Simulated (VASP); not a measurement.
# MgO (Fm-3m) in VASP: further runs

The runs below take MgO through single point, with r2SCAN.

Program: VASP 6.6.1. These are calculated values, not measurements. Logs are shortened: lines on timing, memory, paths and dates and some standing lists are left out, and cuts for length are marked.

### Step 1. The cell of the first run

It takes space group Fm-3m (No. 225, cubic). The conventional cell has a = 4.232 Å, b = 4.232 Å, c = 4.232 Å, α = 90.00°, β = 90.00°, γ = 90.00°. Mg (site symmetry m-3m) has 6 O at 2.12 Å within 2.8 Å. O (site symmetry m-3m) has 6 Mg at 2.12 Å within 2.8 Å.

### Step 2. Single point, r2SCAN

POSCAR

```
MgO
1.0
    0.0000000000      2.1159000000      2.1159000000
    2.1159000000      0.0000000000      2.1159000000
    2.1159000000      2.1159000000      0.0000000000
Mg O
1 1
Direct
    0.0000000000      0.0000000000      0.0000000000
    0.5000000000      0.5000000000      0.5000000000
```

INCAR.step1

```
SYSTEM = MgO
  PREC = Accurate
  ENCUT = 660
  ISMEAR = -1
  SIGMA = 0.02
  LREAL = .FALSE.
  LASPH = .TRUE.
  NELM = 120
  NBANDS = 11
  GGA = PE
  ALGO = Normal
  EDIFF = 1E-5
  LWAVE = .TRUE.
  LCHARG = .FALSE.
  GGA_COMPAT = .FALSE.
```

INCAR.step2

```
SYSTEM = MgO
  PREC = Accurate
  ENCUT = 660
  EDIFF = 1E-6
  ISMEAR = -1
  SIGMA = 0.02
  LREAL = .FALSE.
  LASPH = .TRUE.
  NELM = 120
  ALGO = Normal
  ISIF = 2
  LWAVE = .FALSE.
  LCHARG = .FALSE.
  METAGGA = R2SCAN
  LMIXTAU = .TRUE.
  NBANDS = 11
  ISTART = 1
  GGA_COMPAT = .FALSE.
```

KPOINTS

```
regular mesh
0
G
  4 4 4
  0 0 0
```

Potentials or basis: VASP PAW PBE potentials, release 64 (Mg, O).

Launch:

```bash
cat potpaw_PBE.64/Mg/POTCAR potpaw_PBE.64/O/POTCAR > POTCAR
cp INCAR.step1 INCAR
mpirun -np 1 vasp_std > vasp.out
cp INCAR.step2 INCAR
mpirun -np 1 vasp_std > vasp.out
```

OUTCAR:

```text
SYSTEM = MgO
   PREC = Accurate
   ENCUT = 660
   EDIFF = 1E-6
   ISMEAR = -1
   LREAL = .FALSE.
   LASPH = .TRUE.
   NELM = 120
   ISIF = 2
   METAGGA = R2SCAN
   ISTART = 1

 ion  position               nearest neighbor table
   1  0.000  0.000  0.000-   2 2.12   2 2.12   2 2.12   2 2.12   2 2.12   2 2.12
   2  0.500  0.500  0.500-   1 2.12   1 2.12   1 2.12   1 2.12   1 2.12   1 2.12

  LATTYP: Found a face centered cubic cell.
 ALAT       =     4.2318000000

  Lattice vectors:

 A1 = (   0.0000000000,   2.1159000000,   2.1159000000)
 A2 = (   2.1159000000,   0.0000000000,   2.1159000000)
 A3 = (   2.1159000000,   2.1159000000,   0.0000000000)

Analysis of symmetry for initial positions (statically):
=====================================================================
 Subroutine PRICEL returns:
 Original cell was already a primitive cell.

 Routine SETGRP: Setting up the symmetry group for a
 face centered cubic supercell.

 Subroutine GETGRP returns: Found 48 space group operations
 (whereof 48 operations were pure point group operations)
 out of a pool of 48 trial point group operations.

The static configuration has the point symmetry O_h .

Analysis of symmetry for dynamics (positions and initial velocities):
=====================================================================
 Subroutine PRICEL returns:
 Original cell was already a primitive cell.

 Routine SETGRP: Setting up the symmetry group for a
 face centered cubic supercell.

 Subroutine GETGRP returns: Found 48 space group operations
 (whereof 48 operations were pure point group operations)
 out of a pool of 48 trial point group operations.

The dynamic configuration has the point symmetry O_h .

 Subroutine INISYM returns: Found 48 space group operations
 (whereof 48 operations are pure point group operations),
 and found     1 'primitive' translations

----------------------------------------------------------------------------------------

                                     Primitive cell

  volume of cell :      18.9459

  direct lattice vectors                    reciprocal lattice vectors
     0.000000000  2.115900000  2.115900000    -0.236306064  0.236306064  0.236306064
     2.115900000  0.000000000  2.115900000     0.236306064 -0.236306064  0.236306064
     2.115900000  2.115900000  0.000000000     0.236306064  0.236306064 -0.236306064

[... 71 lines left out ...]
   NFREE  =      0    steps in history (QN), initial steepest desc. (CG)
   ISIF   =      2    stress and relaxation
   ISYM   =      2    0-nonsym 1-usesym 2-fastsym
   POTIM  = 0.5000    time-step for ionic-motion
   TEBEG  =    0.0;   TEEND  =   0.0 temperature during run
   PSTRESS=    0.0 pullay stress
   NELECT =       8.0000    total number of electrons
   NUPDOWN=      -1.0000    fix difference up-down
   EMIN   =  10.00;   EMAX   =-10.00  energy-range for DOS
   EFERMI =   0.00;   METHOD = LEGACY
   ISMEAR =    -1;   SIGMA  =   0.02  broadening in eV -4-tet -1-fermi 0-gaus
   EFERMI_NEDOS =   21; number of points for ismear=-14 and -15
   IALGO  =     38    algorithm
   IMIX   =      4    mixing-type and parameters
     AMIX     =   0.40;   BMIX     =  1.00
     AMIX_MAG =   1.60;   BMIX_MAG =  1.00
  volume/ion in A,a.u.               =       9.47        63.93
  Fermi-wavevector in a.u.,A,eV,Ry     =   1.228192  2.320947 20.523793  1.508456
  Thomas-Fermi vector in A             =   2.363127
   LORBIT       =      0    0 simple, 1 ext, 2 COOP (PROOUT), +10 PAW based schemes
   METAGGA = R2SCAN    functional components
   LHFCALC =     F    Hartree Fock is set to
   AEXX    =    0.0000 exact exchange contribution
   IVDW    =     0    specifies the selected vdW correction
   LEPSILON=     F    determine dielectric tensor
   LRPA    =     F    only Hartree local field effects (RPA)
 non-spin polarized calculation
  energy-cutoff  :      660.00
  volume of cell :       18.95
 maximum number of plane-waves:       742
 NGX is ok and might be reduce to    28
   NGX = 13   NGY = 13   NGZ = 13

 number of electron       8.0000000 magnetization

 Free energy of the ion-electron system (eV)
  ---------------------------------------------------
  ext. energy  EPLUGINS =         0.00000000
  ---------------------------------------------------
  free energy    TOTEN  =       -16.15100256 eV

  energy without entropy =      -16.15100256  energy(sigma->0) =      -16.15100256

 E-fermi :   3.1487     XC(G=0): -11.5178

 val. band max:        2.6830104978   @ k =   0.0000   0.0000   0.0000
 cond. band min:       8.1439277611   @ k =   0.0000   0.0000   0.0000
 fundamental gap:      5.4609172634
 Fermi energy:         3.1486561283

 k-point     1 :       0.0000    0.0000    0.0000
  band No.  band energies     occupation
      1     -15.4452      2.00000
      2       2.6830      2.00000
      3       2.6830      2.00000
      4       2.6830      2.00000
      5       8.1439      0.00000
      6      19.4286      0.00000
      7      19.4286      0.00000
      8      19.4286      0.00000
      9      23.5351      0.00000
     10      25.2866      0.00000
     11      25.2866      0.00000
[... 85 lines left out ...]
 k-point     8 :      -0.2500    0.5000    0.2500
  band No.  band energies     occupation
      1     -13.9375      2.00000
      2      -0.2399      2.00000
      3      -0.2399      2.00000
      4       0.9324      2.00000
      5      15.2762      0.00000
      6      15.2762      0.00000
      7      15.8494      0.00000
      8      19.1334      0.00000
      9      25.8051      0.00000
     10      25.8051      0.00000
     11      30.1491      0.00000

------------------------ aborting loop because EDIFF is reached ----------------------------------------

  FORCE on cell =-STRESS in cart. coord.  units (eV):
  Direction    XX          YY          ZZ          XY          YZ          ZX
  --------------------------------------------------------------------------------------
  -------------------------------------------------------------------------------------
  Total       -0.5329431     -0.5329431     -0.5329431     -0.0000000     -0.0000000      0.0000000
  in kB      -45.0687988    -45.0687988    -45.0687988     -0.0000000     -0.0000000      0.0000000
  external PRESSURE =     -45.0687988 kB  Pullay stress =       0.0000000 kB

 VOLUME and BASIS-vectors are now :
 -----------------------------------------------------------------------------
  energy-cutoff  :      660.00
  volume of cell :       18.95
      direct lattice vectors                 reciprocal lattice vectors
     0.000000000  2.115900000  2.115900000    -0.236306064  0.236306064  0.236306064
     2.115900000  0.000000000  2.115900000     0.236306064 -0.236306064  0.236306064
     2.115900000  2.115900000  0.000000000     0.236306064  0.236306064 -0.236306064

 POSITION                                       TOTAL-FORCE (eV/Angst)
 -----------------------------------------------------------------------------------
      0.00000      0.00000      0.00000         0.000000      0.000000      0.000000
      2.11590      2.11590      2.11590        -0.000000     -0.000000     -0.000000
 -----------------------------------------------------------------------------------
    total drift:                                0.000000      0.000000      0.000000

  FREE ENERGIE OF THE ION-ELECTRON SYSTEM (eV)
  ---------------------------------------------------
  free  energy   TOTEN  =       -16.1510025553 eV

  energy  without entropy=      -16.1510025553  energy(sigma->0) =      -16.15100256
```

OUTCAR.step1:

```text
SYSTEM = MgO
   PREC = Accurate
   ENCUT = 660
   ISMEAR = -1
   LREAL = .FALSE.
   LASPH = .TRUE.
[... 314 lines left out ...]
      0.00000      0.00000      0.00000        -0.000000      0.000000      0.000000
      2.11590      2.11590      2.11590         0.000000     -0.000000     -0.000000
 -----------------------------------------------------------------------------------
    total drift:                                0.000000      0.000000      0.000000

  FREE ENERGIE OF THE ION-ELECTRON SYSTEM (eV)
  ---------------------------------------------------
  free  energy   TOTEN  =       -11.9034644869 eV

  energy  without entropy=      -11.9034644869  energy(sigma->0) =      -11.90346449
```

Run time: 12 s. Hardware: 1 thread of Intel Xeon 6975P-C (Granite Rapids), shared host; peak memory 0.16 GiB.

Results:

```yaml
Free_energy: -16.1510 eV
Pressure: -4.5 GPa
Band_gap_on_the_k_mesh: 5.46 eV, direct
```

Caveat: the k points lie up to 0.64 Å⁻¹ apart; the PAW data sets were made with another functional, which shifts forces and pressure a little.

### Step 3. Single point, r2SCAN

POSCAR is that of step 2.

INCAR.step1

```
PREC     = Accurate       # precision mode
ENCUT    = 660            # plane-wave cutoff, eV
ISMEAR   = -1             # smearing method
SIGMA    = 0.02           # smearing width, eV
LREAL    = False          # projectors in reciprocal space
LASPH    = True           # aspherical terms in the spheres
NELM     = 120            # most SCF steps
NBANDS   = 11             # bands
GGA      = PE             # functional
ALGO     = Normal         # electronic algorithm
EDIFF    = 1E-5           # SCF threshold, eV
LWAVE    = True           # write WAVECAR
LCHARG   = False          # write CHGCAR
GGA_COMPAT= False
```

INCAR.step2

```
PREC     = Accurate       # precision mode
ENCUT    = 660            # plane-wave cutoff, eV
EDIFF    = 1E-6           # SCF threshold, eV
ISMEAR   = -1             # smearing method
SIGMA    = 0.02           # smearing width, eV
LREAL    = False          # projectors in reciprocal space
LASPH    = True           # aspherical terms in the spheres
NELM     = 120            # most SCF steps
ALGO     = Normal         # electronic algorithm
ISIF     = 2              # what is computed and relaxed
LWAVE    = False          # write WAVECAR
LCHARG   = False          # write CHGCAR
METAGGA  = R2SCAN         # meta-GGA
LMIXTAU  = True         
NBANDS   = 11             # bands
ISTART   = 1            
GGA_COMPAT= False
```

KPOINTS

```
regular mesh
0
Gamma
  8 8 8
```

Potentials or basis: VASP PAW PBE potentials, release 64 (Mg, O).

Launch:

```bash
cat potpaw_PBE.64/Mg/POTCAR potpaw_PBE.64/O/POTCAR > POTCAR
cp INCAR.step1 INCAR
mpirun -np 1 vasp_std > vasp.out
cp INCAR.step2 INCAR
mpirun -np 1 vasp_std > vasp.out
```

It took 21 s on 1 thread of Intel Xeon 6975P-C (Granite Rapids), shared host; peak memory 0.17 GiB.

The run converged. Its results:

```
Free energy            : -16.1615 eV
Pressure               : -4.5 GPa
Band gap on the k mesh : 5.47 eV, direct
```

Levels at points of the mesh, in eV from the valence-band top:
| k point | band 1 | band 2 | band 3 | band 4 | band 5 | band 6 | band 7 | band 8 | band 9 |
| --- | --- | --- | --- | --- | --- | --- | --- | --- | --- |
| (0.00, 0.00, 0.00) | -18.13 | 0.00 | 0.00 | 0.00 | 5.47 | 16.76 | 16.76 | 16.76 | 20.86 |
| (0.50, 0.00, 0.00) | -16.91 | -4.55 | -0.66 | -0.66 | 8.71 | 13.64 | 17.28 | 17.28 | 22.16 |
| (0.50, 0.50, 0.00) | -16.67 | -4.04 | -1.35 | -1.35 | 10.02 | 10.91 | 14.13 | 20.15 | 20.15 |

Caveat: the PAW data sets were made with another functional, which shifts forces and pressure a little.

### Step 4. Single point, r2SCAN

POSCAR is that of step 3.

INCAR.step1

```
SYSTEM = MgO
ALGO     = Normal         ! electronic algorithm
EDIFF    = 1E-5           ! SCF threshold, eV
ENCUT    = 660            ! plane-wave cutoff, eV
GGA      = PE             ! functional
GGA_COMPAT= .FALSE.      
ISMEAR   = -1             ! smearing method
LASPH    = .TRUE.         ! aspherical terms in the spheres
LCHARG   = .FALSE.        ! write CHGCAR
LREAL    = .FALSE.        ! projectors in reciprocal space
LWAVE    = .TRUE.         ! write WAVECAR
NBANDS   = 11             ! bands
NELM     = 120            ! most SCF steps
PREC     = Accurate       ! precision mode
SIGMA    = 0.02           ! smearing width, eV
```

INCAR.step2

```
SYSTEM = MgO
ALGO     = Normal         ! electronic algorithm
EDIFF    = 1E-6           ! SCF threshold, eV
ENCUT    = 660            ! plane-wave cutoff, eV
GGA_COMPAT= .FALSE.      
ISIF     = 2              ! what is computed and relaxed
ISMEAR   = -1             ! smearing method
ISTART   = 1            
LASPH    = .TRUE.         ! aspherical terms in the spheres
LCHARG   = .TRUE.         ! write CHGCAR
LELF     = .TRUE.         ! ELF
LMIXTAU  = .TRUE.       
LREAL    = .FALSE.        ! projectors in reciprocal space
LVHAR    = .TRUE.       
LWAVE    = .FALSE.        ! write WAVECAR
METAGGA  = R2SCAN         ! meta-GGA
NBANDS   = 11             ! bands
NELM     = 120            ! most SCF steps
PREC     = Accurate       ! precision mode
SIGMA    = 0.02           ! smearing width, eV
```

KPOINTS

```
k-points
0
G
  8 8 8
  0 0 0
```

Launch:

```bash
cat potpaw_PBE.64/Mg/POTCAR potpaw_PBE.64/O/POTCAR > POTCAR
cp INCAR.step1 INCAR
mpirun -np 1 vasp_std > vasp.out
cp INCAR.step2 INCAR
mpirun -np 1 vasp_std > vasp.out
```

Run time: 24 s. Hardware: 1 thread of Intel Xeon 6975P-C (Granite Rapids), shared host; peak memory 0.17 GiB.

It converged, with:

| Quantity | Value |
| --- | --- |
| Free energy | -16.1615 eV |
| Pressure | -4.5 GPa |
| Band gap on the k mesh | 5.47 eV, direct |

Levels at points of the mesh, in eV from the valence-band top:
```
           k point  band 2  band 3  band 4  band 5  band 6  band 7
(0.00, 0.00, 0.00)    0.00    0.00    0.00    5.47   16.76   16.76
(0.50, 0.00, 0.00)   -4.55   -0.66   -0.66    8.71   13.64   17.28
(0.50, 0.50, 0.00)   -4.04   -1.35   -1.35   10.02   10.91   14.13
```

Caveat: the PAW data sets were made with another functional, which shifts forces and pressure a little. r2SCAN opens gaps a little over a GGA but as a rule still falls short of measured ones.
